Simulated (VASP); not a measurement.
Write the native input for VASP 6.6.1 that does the following.

```yaml
Task: single point
Functional: LDA
Potentials_or_basis: VASP PAW LDA potentials, release 64 (Pb_d)
Cutoff: 520 eV
k_mesh: 9 × 9 × 9
Occupations: fermi-dirac, width 0.1 eV
Spin: no spin polarisation
Dipole_correction: no
Further_INCAR_settings: ALGO = Normal; EDIFF = 1e-06; NBANDS = 21
```

The structure of Pb lies in POSCAR:

```
Pb
1.0
    0.0000000000      3.3675400662      3.3675400662
    3.3675400662      0.0000000000      3.3675400662
    3.3675400662      3.3675400662      0.0000000000
Pb
2
Direct
    0.1250000000      0.1250000000      0.1250000000
    0.8750000000      0.8750000000      0.8750000000
```

This cell differs from its parent crystal: volume scaled by 0.96.

One way to write it, as run:

INCAR

```
PREC = Accurate
ENCUT = 520
EDIFF = 1E-6
ISMEAR = -1
SIGMA = 0.1
LREAL = F
LASPH = T
NELM = 100
ALGO = Normal
ISIF = 2
LWAVE = F
LCHARG = T
LELF = T
LVHAR = T
NBANDS = 21
```

KPOINTS

```
regular mesh
0
Gamma
  9 9 9
```

Potentials or basis: VASP PAW LDA potentials, release 64 (Pb_d).

Launch:

```sh
$ cat potpaw_LDA.64/Pb_d/POTCAR > POTCAR
$ mpirun -np 1 vasp_std > vasp.out
```

Results of the run:

```
Pressure               : 1.5 GPa
Band gap on the k mesh : zero (band 14 reaches 5.08 eV, above the bottom of band 15 at 3.85 eV)
```

Caveat: spin-orbit coupling is left out, which moves the levels of the heavy elements.

Run time: 26 s on 1 thread of AMD EPYC 9R45 96-Core Processor (Zen 5), on a shared host, peak memory 0.16 GiB.
